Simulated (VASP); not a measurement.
# H3CCl in VASP: further runs, part 2 of 2

VASP 6.6.1. Earlier steps stand in the parts before.

### 4 Single point, PBE+D3(BJ)

INCAR reads:

```
SYSTEM = H3CCl
PREC = Accurate
ENCUT = 520
EDIFF = 1E-7
ISMEAR = -1
SIGMA = 0.05
LREAL = Auto
LASPH = .True.
NELM = 80
ALGO = Normal
ISIF = 2
LWAVE = .False.
LCHARG = .True.
GGA = PE
IVDW = 12
LELF = .True.
LVHAR = .True.
NBANDS = 82
```

KPOINTS reads:

```
Automatic mesh
0
Gamma
  1 1 1
  0 0 0
```

POSCAR reads:

```
H3CCl
1.0
    8.3815160000      0.0000000000      0.0000000000
    0.0000000000      8.3815160000      0.0000000000
    0.0000000000      0.0000000000      8.3815160000
C Cl H
8 8 24
Direct
    0.4702251955      0.2824548685      0.8220231280
    0.0619816272      0.0643081753      0.8657383700
    0.7763154064      0.7274817587      0.2971419490
    0.5627860163      0.8434631635      0.9307862683
    0.0899956523      0.0354112550      0.4204728596
    0.0608243187      0.4854849648      0.4961393619
    0.5859679800      0.3332690649      0.2723731602
    0.1423370187      0.6633406176      0.0609197668
    0.5166965022      0.4657510646      0.7199652187
    0.1619754708      0.1000415677      1.0564914509
    0.6498108457      0.8870113712      0.3204074299
    0.7375634670      0.8292891167      0.8053674299
    0.2087211908     -0.1399746776      0.4427957902
    0.0001073791      0.5491488652      0.6831938279
    0.4787320098      0.2054998165      0.4247203012
    0.1419910193      0.4523286718      0.1087273472
    0.4886944080      0.1801822009      0.7677966611
    0.5659000114      0.3035727665      0.9184853909
    0.3533489646      0.2661093769      0.8790653147
   -0.0210343809      0.1525022442      0.8368414497
    0.1722600064      0.0867623471      0.7914081414
    0.0173119040     -0.0626855571      0.8613954802
    0.7624515660      0.6621713781      0.1588734067
    0.9181632535      0.7340199553      0.3017234591
    0.7094301317      0.6474007805      0.3961097253
    0.4641403775      0.8189449260      0.8498820500
    0.5535872031      0.7361794692      1.0187059238
    0.6058808454      0.9497565834      0.9948319612
    0.0392769041      0.0710969233      0.5337459238
    0.1808861309      0.1294992457      0.4004168220
   -0.0116088784      0.0353158068      0.3347365799
   -0.0093419854      0.5696821434      0.4257463686
    0.1891781869      0.5026536965      0.4819056600
    0.0238023766      0.3501275903      0.4945406058
    0.5126876808      0.3023796650      0.1545424479
    0.5478125914      0.4347423545      0.3332213409
    0.7168870166      0.3272439019      0.2778375654
    0.0587244599      0.7610675682      0.1275306281
    0.2557532551      0.7065308949      0.0779214643
    0.1103976894      0.6561462151     -0.0765374665
```

Started as:

```bash
> cat potpaw_PBE.64/C/POTCAR potpaw_PBE.64/Cl/POTCAR potpaw_PBE.64/H/POTCAR > POTCAR
> mpirun -np 1 vasp_gam > vasp.out
```

Run time: 3 min. Hardware: 1 thread of Intel Xeon 8259CL, shared host; peak memory 0.54 GiB.

Results (log left out):

| Property | Result |
| --- | --- |
| Free energy | -177.3001 eV |
| Pressure | -1.1 GPa |
| Largest force | 6.267 eV/Å |
| Band gap on the k mesh | 4.99 eV |
| Dispersion energy per atom | -0.055 eV |

Forces on the atoms (eV/Å):
```
C    0.915  4.459  4.308
C    3.111 -1.636 -0.104
C    0.120 -4.167 -1.394
C    1.246 -1.982  1.049
C    0.383  1.128  0.160
C   -0.574 -1.785 -0.069
C   -2.008 -2.165 -0.783
C   -3.650  0.613 -2.018
Cl  -0.772 -0.318 -0.371
Cl  -0.790 -0.581  0.041
Cl   0.109  1.718 -0.226
Cl   0.064 -0.665 -0.337
Cl  -0.536 -0.061 -0.132
Cl  -0.220  0.304  1.799
Cl   0.829 -0.236 -0.750
Cl  -0.337  0.820  0.337
H    1.429 -3.911 -3.182
H   -1.283 -1.088 -0.614
H   -0.143  1.083 -0.111
H   -1.463  1.251  0.079
H   -1.184 -0.662 -0.201
H    0.401  1.268  0.016
H   -0.045  1.365  3.016
H   -2.442  0.652  0.627
H    2.247  0.486 -1.846
H   -0.476  1.239  0.095
H    0.609  1.312 -0.995
H   -1.764  0.111  0.010
H   -0.260 -0.397  0.798
H   -0.564 -0.177 -0.592
H    0.871 -0.484  0.034
H    0.287 -0.783 -0.894
H    0.020 -0.162 -0.103
H    0.622  2.058 -0.700
H    1.745  0.796  1.839
H   -0.401  2.267 -0.111
H   -0.297 -0.663 -0.244
H    1.116 -2.367 -0.960
H    2.535  0.732  0.270
H    0.549  0.628  2.260
```

Stress tensor (GPa, compression positive):
```
-2.10 -2.20 -0.50
-2.20 -0.13  0.55
-0.50  0.55 -1.00
```

Levels at points of the mesh, in eV from the valence-band top:
| k point | band 53 | band 54 | band 55 | band 56 | band 57 | band 58 | band 59 | band 60 |
| --- | --- | --- | --- | --- | --- | --- | --- | --- |
| (0.00, 0.00, 0.00) | -0.31 | -0.17 | -0.04 | 0.00 | 4.99 | 5.27 | 5.44 | 5.52 |

Caveat: the k points lie up to 0.75 Å⁻¹ apart.

### 5 Single point, PBE+D3(BJ)

INCAR reads:

```
  PREC = Accurate
  ENCUT = 520
  EDIFF = 1E-6
  ISMEAR = -1
  SIGMA = 0.05
  LREAL = Auto
  LASPH = True
  NELM = 100
  ALGO = Normal
  ISIF = 2
  LWAVE = False
  LCHARG = True
  GGA = PE
  IVDW = 12
  LELF = True
  LVHAR = True
  NBANDS = 82
```

KPOINTS reads:

```
regular mesh
0
Gamma
  1 1 1
```

POSCAR reads:

```
H3CCl
1.0
    8.3815160000      0.0000000000      0.0000000000
    0.0000000000      8.3815160000      0.0000000000
    0.0000000000      0.0000000000      8.3815160000
C Cl H
8 8 24
Direct
    0.4293853284      0.2746997083      0.7670569381
    0.1224599464      0.0131718415      0.8589138290
    0.7463089016      0.7245109357      0.3339133398
    0.5733568963      0.8493212922      0.9156100161
    0.1069973499      0.0100817084      0.4559914937
    0.0405535228      0.4756896008      0.4994323223
    0.5365735745      0.3450569086      0.2520427092
    0.1744672444      0.6052127085      0.0332994652
    0.5299160677      0.4697479549      0.7316814762
    0.1889157045      0.0925011657      1.0621586835
    0.6625651016      0.9221720748      0.3379579541
    0.7510455149      0.7742990648      0.8252922264
    0.2631266229     -0.1275186971      0.4582822487
   -0.0190299702      0.5597197452      0.6758204602
    0.4772525639      0.2011449957      0.3954177263
    0.1182840908      0.4167384516      0.0804747017
    0.3886409094      0.2593564219      0.6408387218
    0.5063761735      0.1879015682      0.8046515690
    0.3329827205      0.2935387822      0.8496672917
   -0.0101413634     -0.0081250218      0.8769893179
    0.1373498541      0.1001250848      0.7675103167
    0.1926262504     -0.1012823933      0.8542845948
    0.7399138772      0.6911518155      0.2149372500
    0.8809026911      0.7377185702      0.3504139347
    0.6983820111      0.6498943628      0.4345633892
    0.4973086015      0.8799720719      0.8015017808
    0.5130694734      0.7461657294      0.9804789492
    0.6108799411      0.9499594107      1.0045318770
    0.0316768470      0.0552763963      0.5561881645
    0.1580859596      0.1144900278      0.4042347470
    0.0283480936     -0.0244705134      0.3610444698
   -0.0614566625      0.4702967816      0.4134812843
    0.1489825946      0.5255254539      0.4240521643
    0.0941357148      0.3598155751      0.5414772220
    0.4830152445      0.3034295944      0.1590643029
    0.5049683136      0.4685906464      0.2660974459
    0.6533066333      0.3185700534      0.2429870682
    0.0592136315      0.6743410142      0.0334903614
    0.2339433582      0.6570649033      0.1474315625
    0.2373198357      0.6241472306     -0.0741512633
```

Started as:

```bash
> cat potpaw_PBE.64/C/POTCAR potpaw_PBE.64/Cl/POTCAR potpaw_PBE.64/H/POTCAR > POTCAR
> mpirun -np 1 vasp_gam > vasp.out
```

Run time: 2.3 min. Hardware: 1 thread of Intel Xeon 8259CL, shared host; peak memory 0.54 GiB.

Results (log left out):

```
Free energy                : -178.1692 eV
Pressure                   : 1.1 GPa
Largest force              : 6.286 eV/Å
Band gap on the k mesh     : 5.00 eV
Dispersion energy per atom : -0.055 eV
```

Forces on the atoms (eV/Å):
```
C   -1.575  3.029 -2.501
C   -0.842 -1.459  2.688
C    2.012  1.123  2.269
C   -0.864  0.341 -0.283
C   -0.921  1.035 -0.749
C    2.222 -1.307 -2.150
C   -0.372  1.211  3.861
C   -1.384  3.262  3.404
Cl  -0.129 -0.841  0.678
Cl  -0.299 -1.414 -1.281
Cl   0.280 -0.600  0.323
Cl   0.141  0.165  0.224
Cl   0.121 -0.566  0.943
Cl   0.063  1.010  0.734
Cl  -0.655  0.648  0.512
Cl  -0.188 -1.438 -0.069
H   -0.075 -0.594  1.120
H    2.036 -1.743  0.772
H   -0.364  0.210  0.387
H    1.219 -0.088 -0.238
H    0.676  0.661 -0.472
H   -0.697  1.085 -0.590
H   -0.780 -1.348 -1.832
H   -1.168 -0.018  0.289
H    0.073  0.385 -1.063
H    0.823  0.110  2.153
H    0.561  1.051 -0.495
H   -0.958 -1.253 -1.433
H    0.780 -1.138  0.249
H    0.611  1.098 -0.175
H   -0.801 -0.562 -0.343
H    0.557 -0.484  0.597
H   -1.586  0.185  1.552
H   -0.846  0.241 -0.938
H   -2.809 -1.830 -5.317
H   -0.087  0.454  0.822
H    3.745  0.063 -0.411
H    0.770 -0.034 -0.502
H   -0.121 -0.439 -1.681
H    0.827 -0.214 -1.054
```

Stress tensor (GPa, compression positive):
```
 0.52 -0.33 -0.18
-0.33  2.37  0.93
-0.18  0.93  0.28
```

Levels at points of the mesh, in eV from the valence-band top:
| k point | band 54 | band 55 | band 56 | band 57 | band 58 | band 59 |
| --- | --- | --- | --- | --- | --- | --- |
| (0.00, 0.00, 0.00) | -0.36 | -0.26 | 0.00 | 5.00 | 5.13 | 5.44 |

Caveat: the k points lie up to 0.75 Å⁻¹ apart.

### 6 Summary

```csv
cell,gap on the mesh (eV),pressure (GPa),largest force (eV/Å)
"as given, atomic positions A",5.70,-0.5,0.32
"as given, atomic positions B",5.09,-0.4,7.38
"as given, atomic positions C",4.99,-1.1,6.27
"as given, atomic positions D",5.00,1.1,6.29
```

Alike in all rows: task single point; level PBE+D3(BJ); potentials or basis VASP PAW PBE potentials, release 64 (C, Cl, H); no spin polarisation; k mesh 1 × 1 × 1; cutoff (eV) 520; smearing fermi-dirac 0.05 eV.

Caveats: all runs use coarse meshes.

Absolute energies hang on the potentials; compare differences alone.
